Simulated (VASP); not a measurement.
# Al8N in VASP: notebook, part 2 of 4

VASP 6.6.1. The steps go on from the part before.

**3. Single point, PBE**

INCAR reads:

```
ALGO = Normal
DIPOL = 0.5 0.5 0.404
EDIFF = 1E-7
ENCUT = 520
GGA = PE
IDIPOL = 3
ISIF = 2
ISMEAR = 0
LASPH = T
LCHARG = F
LDIPOL = T
LREAL = F
LWAVE = F
NBANDS = 24
NELM = 100
PREC = Accurate
SIGMA = 0.1
```

KPOINTS reads:

```
k-points
0
Gamma
  9 9 1
```

POSCAR reads:

```
Al8N
1.0
    2.8543223330      0.0000000000      0.0000000000
   -1.4271611665      2.4719156510      0.0000000000
    0.0000000000      0.0000000000     33.4760593533
Al N
8 1
Direct
    0.3333333333      0.6666666667      0.1194883770
    0.0000000000      0.0000000000      0.1895622803
    0.6666666667      0.3333333333      0.2596361837
    0.0000000000      0.0000000000      0.3297100869
    0.3333333333      0.6666666667      0.3992195594
    0.0000000000      0.0000000000      0.4696536480
    0.6666666667      0.3333333333      0.5400996810
    0.0000000000      0.0000000000      0.6116627748
    0.6666666667     -0.6666666667      0.7212933607
```

Potentials or basis: VASP PAW PBE potentials, release 64 (Al, N).

Command:

```bash
cat potpaw_PBE.64/Al/POTCAR potpaw_PBE.64/N/POTCAR > POTCAR
mpirun -np 1 vasp_std > vasp.out
```

OUTCAR:

```text
EDIFF = 1E-7
   ENCUT = 520
   GGA = PE
   ISIF = 2
   ISMEAR = 0
   LASPH = T
   LREAL = F
   NELM = 100
   PREC = Accurate

 ion  position               nearest neighbor table
   1  0.333  0.667  0.119-   2 2.87   2 2.87   2 2.87
   2  0.000  0.000  0.190-   1 2.87   1 2.87   1 2.87   3 2.87   3 2.87   3 2.87
   3  0.667  0.333  0.260-   4 2.87   4 2.87   4 2.87   2 2.87   2 2.87   2 2.87
   4  0.000  0.000  0.330-   5 2.85   5 2.85   5 2.85   3 2.87   3 2.87   3 2.87
   5  0.333  0.667  0.399-   4 2.85   4 2.85   4 2.85   6 2.88   6 2.88   6 2.88
   6  0.000  0.000  0.470-   5 2.88   5 2.88   5 2.88   7 2.88   7 2.88   7 2.88
   7  0.667  0.333  0.540-   6 2.88   6 2.88   6 2.88   8 2.91   8 2.91   8 2.91
   8  0.000  0.000  0.612-   7 2.91   7 2.91   7 2.91
   9  0.667  0.333  0.721-

  LATTYP: Found a hexagonal cell.
 ALAT       =     2.8543223330
 C/A-ratio  =    11.7281986573

  Lattice vectors:

 A1 = (   2.8543223330,   0.0000000000,   0.0000000000)
 A2 = (  -1.4271611665,   2.4719156510,   0.0000000000)
 A3 = (   0.0000000000,   0.0000000000,  33.4760593533)

Analysis of symmetry for initial positions (statically):
=====================================================================
 Subroutine PRICEL returns:
 Original cell was already a primitive cell.

 Routine SETGRP: Setting up the symmetry group for a
 hexagonal supercell.

 Subroutine GETGRP returns: Found  6 space group operations
 (whereof  6 operations were pure point group operations)
 out of a pool of 24 trial point group operations.

The static configuration has the point symmetry C_3v.

Analysis of symmetry for dynamics (positions and initial velocities):
=====================================================================
 Subroutine PRICEL returns:
 Original cell was already a primitive cell.

 Routine SETGRP: Setting up the symmetry group for a
 hexagonal supercell.

 Subroutine GETGRP returns: Found  6 space group operations
 (whereof  6 operations were pure point group operations)
 out of a pool of 24 trial point group operations.

The dynamic configuration has the point symmetry C_3v.

 Subroutine INISYM returns: Found  6 space group operations
 (whereof  6 operations are pure point group operations),
 and found     1 'primitive' translations

----------------------------------------------------------------------------------------

                                     Primitive cell

  volume of cell :     236.1952

  direct lattice vectors                    reciprocal lattice vectors
     2.854322333  0.000000000  0.000000000     0.350345856  0.202272274  0.000000000
    -1.427161166  2.471915651  0.000000000     0.000000000  0.404544548  0.000000000
     0.000000000  0.000000000 33.476059353     0.000000000  0.000000000  0.029872094

  length of vectors
     2.854322333  2.854322333 33.476059353     0.404544548  0.404544548  0.029872094

  position of ions in fractional coordinates (direct lattice)
     0.333333333  0.666666667  0.119488377
     0.000000000  0.000000000  0.189562280
     0.666666667  0.333333333  0.259636184
     0.000000000  0.000000000  0.329710087
     0.333333333  0.666666667  0.399219559
     0.000000000  0.000000000  0.469653648
     0.666666667  0.333333333  0.540099681
     0.000000000  0.000000000  0.611662775
[... 57 lines left out ...]
   dimension x,y,z NGX =    24 NGY =   24 NGZ =  250
   dimension x,y,z NGXF=    48 NGYF=   48 NGZF=  500
   ions per type =               8   1
   NGX,Y,Z   is equivalent  to a cutoff of  13.98, 13.98, 12.42 a.u.
   NGXF,Y,Z  is equivalent  to a cutoff of  27.96, 27.96, 24.83 a.u.
 SYSTEM =  unknown system
   PREC   = accura    normal or accurate (medium, high low for compatibility)
   ISTART =      0    job   : 0-new  1-cont  2-samecut
   ICHARG =      2    charge: 1-file 2-atom 10-const
   ISPIN  =      1    spin polarized calculation?
   LNONCOLLINEAR =      F non collinear calculations
   LSORBIT =      F    spin-orbit coupling
   LASPH  =      T    aspherical Exc in radial PAW
   ENCUT  =  520.0 eV  38.22 Ry    6.18 a.u.   5.31  5.31 62.24*2*pi/ulx,y,z
   NELM   =    100;   NELMIN=  2; NELMDL= -5     # of ELM steps
   EDIFF  = 0.1E-06   stopping-criterion for ELM
   LREAL  =      F    real-space projection
   EDIFFG = 0.1E-05   stopping-criterion for IOM
   NSW    =      0    number of steps for IOM
   IBRION =     -1    ionic relax: 0-MD 1-quasi-New 2-CG
   NFREE  =      0    steps in history (QN), initial steepest desc. (CG)
   ISIF   =      2    stress and relaxation
   ISYM   =      2    0-nonsym 1-usesym 2-fastsym
   POTIM  = 0.5000    time-step for ionic-motion
   TEBEG  =    0.0;   TEEND  =   0.0 temperature during run
   PSTRESS=    0.0 pullay stress
   NELECT =      29.0000    total number of electrons
   NUPDOWN=      -1.0000    fix difference up-down
   EMIN   =  10.00;   EMAX   =-10.00  energy-range for DOS
   EFERMI =   0.00;   METHOD = LEGACY
   ISMEAR =     0;   SIGMA  =   0.10  broadening in eV -4-tet -1-fermi 0-gaus
   EFERMI_NEDOS =   21; number of points for ismear=-14 and -15
   IALGO  =     38    algorithm
   IMIX   =      4    mixing-type and parameters
     AMIX     =   0.40;   BMIX     =  1.00
     AMIX_MAG =   1.60;   BMIX_MAG =  1.00
  volume/ion in A,a.u.               =      26.24       177.10
  Fermi-wavevector in a.u.,A,eV,Ry     =   0.813674  1.537621  9.007949  0.662066
  Thomas-Fermi vector in A             =   1.923442
   LORBIT       =      0    0 simple, 1 ext, 2 COOP (PROOUT), +10 PAW based schemes
   GGA     = PE    functional components
   LHFCALC =     F    Hartree Fock is set to
   AEXX    =    0.0000 exact exchange contribution
   IVDW    =     0    specifies the selected vdW correction
   LEPSILON=     F    determine dielectric tensor
   LRPA    =     F    only Hartree local field effects (RPA)
 non-spin polarized calculation
 Gauss-broadening in eV      SIGMA  =   0.10
  energy-cutoff  :      520.00
  volume of cell :      236.20
 maximum number of plane-waves:      6403
 NGX is ok and might be reduce to    24
   NGX = 11   NGY = 11   NGZ =125

 number of electron      29.0000000 magnetization

 dipolmoment           0.000000      0.000000      0.140659 electrons x Angstroem

 Free energy of the ion-electron system (eV)
  ---------------------------------------------------
  ext. energy  EPLUGINS =         0.00000000
  ---------------------------------------------------
  free energy    TOTEN  =       -31.23909047 eV

  energy without entropy =      -31.20149158  energy(sigma->0) =      -31.22029102

 E-fermi :   2.2864     XC(G=0):  -6.9407

 val. band max:        2.2131544427   @ k =   0.2222   0.2222   0.0000
 cond. band min:       2.2871014541   @ k =   0.2222   0.0000   0.0000
 fundamental gap:      0.0739470114
 Fermi energy:         2.2864003388

 k-point     1 :       0.0000    0.0000    0.0000
  band No.  band energies     occupation
      1     -10.3313      2.00000
      2      -8.7743      2.00000
      3      -8.4493      2.00000
      4      -7.9977      2.00000
      5      -7.3131      2.00000
      6      -6.5133      2.00000
[... 313 lines left out ...]
     23       3.4774      0.00000
     24       3.4917      0.00000

------------------------ aborting loop because EDIFF is reached ----------------------------------------

 vacuum level on the upper side and lower side of the slab       (xc-potential included)         1.699        -1.867

  FORCE on cell =-STRESS in cart. coord.  units (eV):
  Direction    XX          YY          ZZ          XY          YZ          ZX
  --------------------------------------------------------------------------------------
  -------------------------------------------------------------------------------------
  Total       -5.2383333     -5.2383333     -0.1808686      0.0000000     -0.0000000      0.0000000
  in kB      -35.5330687    -35.5330687     -1.2268817      0.0000000     -0.0000000      0.0000000
  external PRESSURE =     -24.0976730 kB  Pullay stress =       0.0000000 kB

 VOLUME and BASIS-vectors are now :
 -----------------------------------------------------------------------------
  energy-cutoff  :      520.00
  volume of cell :      236.20
      direct lattice vectors                 reciprocal lattice vectors
     2.854322333  0.000000000  0.000000000     0.350345856  0.202272274  0.000000000
    -1.427161166  2.471915651  0.000000000     0.000000000  0.404544548  0.000000000
     0.000000000  0.000000000 33.476059353     0.000000000  0.000000000  0.029872094

 POSITION                                       TOTAL-FORCE (eV/Angst)
 -----------------------------------------------------------------------------------
     -0.00000      1.64794      4.00000         0.000000     -0.000000     -0.079977
      0.00000      0.00000      6.34580         0.000000     -0.000000      0.033365
      1.42716      0.82397      8.69160         0.000000     -0.000000     -0.001597
      0.00000      0.00000     11.03739         0.000000     -0.000000     -0.117978
     -0.00000      1.64794     13.36430         0.000000     -0.000000      0.185444
      0.00000      0.00000     15.72215         0.000000     -0.000000     -0.039721
      1.42716      0.82397     18.08041         0.000000     -0.000000     -0.035178
      0.00000      0.00000     20.47606         0.000000     -0.000000      0.356585
      1.42716      0.82397     24.14606        -0.000000      0.000000     -0.300944
 -----------------------------------------------------------------------------------
    total drift:                               -0.000000      0.000000     -0.000111

  FREE ENERGIE OF THE ION-ELECTRON SYSTEM (eV)
  ---------------------------------------------------
  free  energy   TOTEN  =       -31.2390904702 eV

  energy  without entropy=      -31.2014915782  energy(sigma->0) =      -31.22029102

 vacuum level on the upper side and lower side of the slab         9.932         6.302
```

Run time: 6.5 min. Hardware: 1 thread of AMD EPYC 7R43 (Zen 3), shared host; peak memory 0.31 GiB.

Results:

```
Free energy   : -31.2391 eV
Largest force : 0.357 eV/Å
```

Forces on the atoms (eV/Å):
```
Al   0.000  0.000 -0.080
Al   0.000  0.000  0.033
Al   0.000  0.000 -0.002
Al   0.000  0.000 -0.118
Al   0.000  0.000  0.185
Al   0.000  0.000 -0.040
Al   0.000  0.000 -0.035
Al   0.000  0.000  0.357
N    0.000  0.000 -0.301
```

**4. Single point, PBE**

INCAR reads:

```
PREC = Accurate ; ENCUT = 520
EDIFF = 1E-7 ; ISMEAR = 0
SIGMA = 0.1 ; LREAL = False
LASPH = True ; NELM = 100
ALGO = Normal ; ISIF = 2
LWAVE = False ; LCHARG = True
LDIPOL = True ; IDIPOL = 3
DIPOL = 0.5 0.5 0.395 ; GGA = PE
LELF = True ; LVHAR = True
LVACPOTAV = True ; NBANDS = 24
```

KPOINTS reads:

```
regular mesh
0
Gamma
  9 9 1
```

POSCAR, as its differences from that of step 3:

```diff
@@ -16,2 +16,2 @@
     0.0000000000      0.0000000000      0.6116627748
-    0.6666666667     -0.6666666667      0.7212933607
+    0.3333333333     -0.3333333333      0.6394438224
```

Potentials or basis: VASP PAW PBE potentials, release 64 (Al, N).

Command:

```bash
cat potpaw_PBE.64/Al/POTCAR potpaw_PBE.64/N/POTCAR > POTCAR
mpirun -np 1 vasp_std > vasp.out
```

OUTCAR:

```text
PREC = Accurate
   ENCUT = 520
   EDIFF = 1E-7
   ISMEAR = 0
   LREAL = False
   LASPH = True
   NELM = 100
   ISIF = 2
   GGA = PE

 ion  position               nearest neighbor table
   1  0.333  0.667  0.119-   2 2.87   2 2.87   2 2.87
   2  0.000  0.000  0.190-   1 2.87   1 2.87   1 2.87   3 2.87   3 2.87   3 2.87
   3  0.667  0.333  0.260-   4 2.87   4 2.87   4 2.87   2 2.87   2 2.87   2 2.87
   4  0.000  0.000  0.330-   5 2.85   5 2.85   5 2.85   3 2.87   3 2.87   3 2.87
   5  0.333  0.667  0.399-   4 2.85   4 2.85   4 2.85   6 2.88   6 2.88   6 2.88
   6  0.000  0.000  0.470-   5 2.88   5 2.88   5 2.88   7 2.88   7 2.88   7 2.88
   7  0.667  0.333  0.540-   6 2.88   6 2.88   6 2.88   8 2.91   8 2.91   8 2.91
   8  0.000  0.000  0.612-   9 1.89   9 1.89   9 1.89   7 2.91   7 2.91   7 2.91
   9  0.333  0.667  0.639-   8 1.89   8 1.89   8 1.89

  LATTYP: Found a hexagonal cell.
 ALAT       =     2.8543223330
 C/A-ratio  =    11.7281986573

  Lattice vectors:

 A1 = (   2.8543223330,   0.0000000000,   0.0000000000)
 A2 = (  -1.4271611665,   2.4719156510,   0.0000000000)
 A3 = (   0.0000000000,   0.0000000000,  33.4760593533)

[... 192 lines left out ...]
      4      -8.2209      2.00000
      5      -7.4271      2.00000
      6      -6.4880      2.00000
[... 313 lines left out ...]
     23       3.6916      0.00000
     24       3.8595      0.00000

------------------------ aborting loop because EDIFF is reached ----------------------------------------

  FORCE on cell =-STRESS in cart. coord.  units (eV):
  Direction    XX          YY          ZZ          XY          YZ          ZX
  --------------------------------------------------------------------------------------
  -------------------------------------------------------------------------------------
  Total        1.7584310      1.7584310     -1.2687496      0.0000000      0.0000000      0.0000000
  in kB       11.9279259     11.9279259     -8.6062807      0.0000000      0.0000000      0.0000000
  external PRESSURE =       5.0831903 kB  Pullay stress =       0.0000000 kB

 VOLUME and BASIS-vectors are now :
 -----------------------------------------------------------------------------
  energy-cutoff  :      520.00
  volume of cell :      236.20
      direct lattice vectors                 reciprocal lattice vectors
     2.854322333  0.000000000  0.000000000     0.350345856  0.202272274  0.000000000
    -1.427161166  2.471915651  0.000000000     0.000000000  0.404544548  0.000000000
     0.000000000  0.000000000 33.476059353     0.000000000  0.000000000  0.029872094

 POSITION                                       TOTAL-FORCE (eV/Angst)
 -----------------------------------------------------------------------------------
     -0.00000      1.64794      4.00000        -0.000000      0.000000     -0.023125
      0.00000      0.00000      6.34580        -0.000000      0.000000      0.009624
      1.42716      0.82397      8.69160         0.000000      0.000000     -0.054739
      0.00000      0.00000     11.03739         0.000000      0.000000     -0.066305
     -0.00000      1.64794     13.36430        -0.000000      0.000000      0.222437
      0.00000      0.00000     15.72215         0.000000      0.000000     -0.155337
      1.42716      0.82397     18.08041         0.000000      0.000000     -0.295587
      0.00000      0.00000     20.47606         0.000000      0.000000      3.202550
     -0.00000      1.64794     21.40606        -0.000000     -0.000000     -2.839517
 -----------------------------------------------------------------------------------
    total drift:                                0.000000     -0.000000      0.000099

  FREE ENERGIE OF THE ION-ELECTRON SYSTEM (eV)
  ---------------------------------------------------
  free  energy   TOTEN  =       -37.1687768885 eV

  energy  without entropy=      -37.1393873413  energy(sigma->0) =      -37.15408211

 vacuum level on the upper side and lower side of the slab         9.904         6.014
```

OSZICAR:

```text
N       E                     dE             d eps       ncg     rms          rms(c)
DAV:   1     0.913456991089E+02    0.91346E+02   -0.10024E+04   584   0.912E+02
DAV:   2    -0.288721775879E+02   -0.12022E+03   -0.10872E+03   800   0.158E+02
DAV:   3    -0.415626838918E+02   -0.12691E+02   -0.12485E+02   816   0.489E+01
[... 32 lines left out ...]
DAV:  36    -0.371687745591E+02   -0.19576E-05   -0.15275E-07   608   0.143E-03    0.132E-03
DAV:  37    -0.371687757367E+02   -0.11776E-05   -0.20191E-07   520   0.151E-03    0.819E-04
DAV:  38    -0.371687765164E+02   -0.77968E-06   -0.56261E-08   456   0.898E-04    0.426E-04
DAV:  39    -0.371687768472E+02   -0.33084E-06   -0.32367E-08   464   0.606E-04    0.361E-04
DAV:  40    -0.371687768885E+02   -0.41260E-07   -0.57714E-09   496   0.332E-04
   1 F= -.37168777E+02 E0= -.37154082E+02  d E =-.293895E-01
```

Wall time 6.8 min (1 thread of AMD EPYC 7R43 (Zen 3), shared host); peak memory 0.32 GiB.

Results:

```yaml
Free_energy: -37.1688 eV
Largest_force: 3.203 eV/Å
```

Forces in eV/Å, atoms in the order of the input:
```
Al   0.000  0.000 -0.023
Al   0.000  0.000  0.010
Al   0.000  0.000 -0.055
Al   0.000  0.000 -0.066
Al   0.000  0.000  0.222
Al   0.000  0.000 -0.155
Al   0.000  0.000 -0.296
Al   0.000  0.000  3.203
N    0.000  0.000 -2.840
```

Levels at points of the mesh, in eV from the Fermi level:
| k point | band 9 | band 10 | band 11 | band 12 | band 13 | band 14 | band 15 | band 16 | band 17 | band 18 |
| --- | --- | --- | --- | --- | --- | --- | --- | --- | --- | --- |
| (0.00, 0.00, 0.00) | -4.65 | -3.22 | -1.80 | -0.30 | 0.51 | 0.51 | 1.35 | 2.96 | 4.10 | 5.20 |

(Continued in part 3 of 4.)
